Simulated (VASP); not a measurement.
Input of a VASP 6.6.1 run:

File POSCAR:

```
MoS2
1.0
    3.1845414560      0.0000000000      0.0000000000
   -1.5922707280      2.7578938003      0.0000000000
    0.0000000000      0.0000000000     21.6705347200
Mo S
2 4
Direct
    0.3333333333      0.6666666667      0.8511602300
    0.6666666667      0.3333333333      0.1488397700
    0.6666666667      0.3333333333      0.7796253900
    0.3333333333      0.6666666667      0.0772510000
    0.6666666667      0.3333333333      0.9227490000
    0.3333333333      0.6666666667      0.2203746100
```

File INCAR.step1:

```
SYSTEM = MoS2
PREC = Accurate
ENCUT = 520
ISMEAR = -1
SIGMA = 0.05
LREAL = .False.
LASPH = .True.
NELM = 60
NBANDS = 35
GGA = PE
ALGO = Normal
EDIFF = 1E-4
LWAVE = .True.
LCHARG = .False.
```

INCAR.step2

```
SYSTEM = MoS2
PREC = Accurate
ENCUT = 520
EDIFF = 1E-7
ISMEAR = -1
SIGMA = 0.05
LREAL = .False.
LASPH = .True.
NELM = 60
ALGO = Normal
ISIF = 2
LWAVE = .False.
LCHARG = .False.
METAGGA = R2SCAN
LMIXTAU = .True.
NBANDS = 35
ISTART = 1
```

Contents of KPOINTS:

```
Automatic mesh
0
Gamma
  10 10 2
  0 0 0
```

Potentials or basis: VASP PAW PBE potentials, release 64 (Mo_sv, S).

Run with:

```console
$ cat potpaw_PBE.64/Mo_sv/POTCAR potpaw_PBE.64/S/POTCAR > POTCAR
$ cp INCAR.step1 INCAR
$ mpirun -np 1 vasp_std > vasp.out
$ cp INCAR.step2 INCAR
$ mpirun -np 1 vasp_std > vasp.out
```

**Question.** Estimate the band gap on the k mesh.

**Answer.** 1.48 eV, indirect (least direct gap 2.01 eV).

**Question.** Estimate the largest force.

**Answer.** 0.037 eV/Å.

Forces in eV/Å, atoms in the order of the input:
```
Mo   0.000  0.000  0.005
Mo   0.000  0.000 -0.005
S    0.000  0.000 -0.037
S    0.000  0.000 -0.026
S    0.000  0.000  0.026
S    0.000  0.000  0.037
```

Caveat: the PAW data sets were made with another functional, which shifts forces and pressure a little.
